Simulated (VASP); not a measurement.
Here is a VASP 6.6.1 calculation.

INCAR

```
PREC     = Accurate       # precision mode
ENCUT    = 520            # plane-wave cutoff, eV
EDIFF    = 1E-6           # SCF threshold, eV
ISMEAR   = 1              # smearing method
SIGMA    = 0.01           # smearing width, eV
LREAL    = False          # projectors in reciprocal space
LASPH    = True           # aspherical terms in the spheres
NELM     = 150            # most SCF steps
ALGO     = Fast           # electronic algorithm
ISIF     = 2              # what is computed and relaxed
LWAVE    = False          # write WAVECAR
LCHARG   = False          # write CHGCAR
ISPIN    = 2              # spin polarisation
MAGMOM   = 3              # initial moments
LORBIT   = 11             # projections on sites
LMAXMIX  = 4              # l up to which the mixer works
LDAU     = True           # DFT+U
LDAUTYPE = 2            
LDAUL    = 2              # shell
LDAUU    = 5.3            # U, eV
LDAUJ    = 0            
LDAUPRINT= 1            
GGA      = CA             # functional
NBANDS   = 16             # bands
```

Contents of KPOINTS:

```
regular mesh
0
Gamma
  12 12 12
```

Contents of POSCAR:

```
Cr
1.0
   -1.4744866279      1.4744866279      1.4744866279
    1.4744866279     -1.4744866279      1.4744866279
    1.4744866279      1.4744866279     -1.4744866279
Cr
1
Direct
    0.0000000000      0.0000000000      0.0000000000
```

Potentials or basis: VASP PAW LDA potentials, release 64 (Cr_pv).

The run is started by

```sh
$ cat potpaw_LDA.64/Cr_pv/POTCAR > POTCAR
$ mpirun -np 1 vasp_std > vasp.out
```

Question: What does it give for the site moments?

Answer: Cr +1.10 μB.

Question: What does it give for the net moment?

Answer: 1.07 μB per cell.

Question: What does it give for the pressure?

Answer: -8.3 GPa.

Eigenvalues of the final occupation matrices:
```
    site  spin  trace               eigenvalues
site 1 d     1   2.61  0.21 0.21 0.73 0.73 0.73
site 1 d     2   1.49  0.27 0.27 0.31 0.31 0.31
```

Caveat: the cell stands under tension; the U is typed as a test and isn't derived for this compound. The state reached can hang on the start; a lower one may exist.
